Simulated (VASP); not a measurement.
Write the native input for VASP 6.6.1 that does the following.

```
Task                   : single point
Functional             : PBEsol
Potentials or basis    : VASP PAW PBE potentials, release 64 (Al, Ni)
Cutoff                 : 520 eV
k mesh                 : 12 × 12 × 10
Occupations            : gaussian, width 0.15 eV
Spin                   : no spin polarisation
Dipole correction      : no
Further INCAR settings : ALGO = Fast; EDIFF = 1e-06; NBANDS = 22
```

The structure of Al3Ni2 lies in POSCAR:

```
Al3Ni2
1.0
    4.1032181293      0.0000000000      0.0000000000
   -2.0516090647      3.5534911372      0.0000000000
    0.0000000000      0.0000000000      4.8594646093
Al Ni
3 2
Direct
    0.0000000000      0.0000000000      0.0000000000
    0.3333333333      0.6666666667      0.6477829058
    0.6666666667      0.3333333333      0.3522170942
    0.3333333333      0.6666666667      0.1455709071
    0.6666666667      0.3333333333      0.8544290929
```

This cell differs from its parent crystal: strain +0.0250 x Voigt [1, 1, 0, 0, 0, 0].

The input as run:

INCAR

```
SYSTEM = Al3Ni2
PREC = Accurate
ENCUT = 520
EDIFF = 1E-6
ISMEAR = 0
SIGMA = 0.15
LREAL = .False.
LASPH = .True.
NELM = 100
ALGO = Fast
ISIF = 2
LWAVE = .False.
LCHARG = .True.
GGA = PS
LELF = .True.
LVHAR = .True.
NBANDS = 22
```

KPOINTS

```
Automatic mesh
0
Gamma
  12 12 10
  0 0 0
```

Potentials or basis: VASP PAW PBE potentials, release 64 (Al, Ni).

Launch:

```console
$ cat potpaw_PBE.64/Al/POTCAR potpaw_PBE.64/Ni/POTCAR > POTCAR
$ mpirun -np 1 vasp_std > vasp.out
```

It gave:

```
Pressure               : -6.0 GPa
Largest force          : 0.070 eV/Å
Band gap on the k mesh : zero (an odd number of electrons rules out a gap without spin polarisation)
```

Caveat: the cell differs from its parent crystal (strain +0.0250 x Voigt [1, 1, 0, 0, 0, 0]); the cell stands under tension; the PAW data sets were made with another functional, which shifts forces and pressure a little.

Wall time 6.9 min on 1 thread of Intel Xeon 8259CL, with other jobs on the host, peak memory 0.35 GiB.
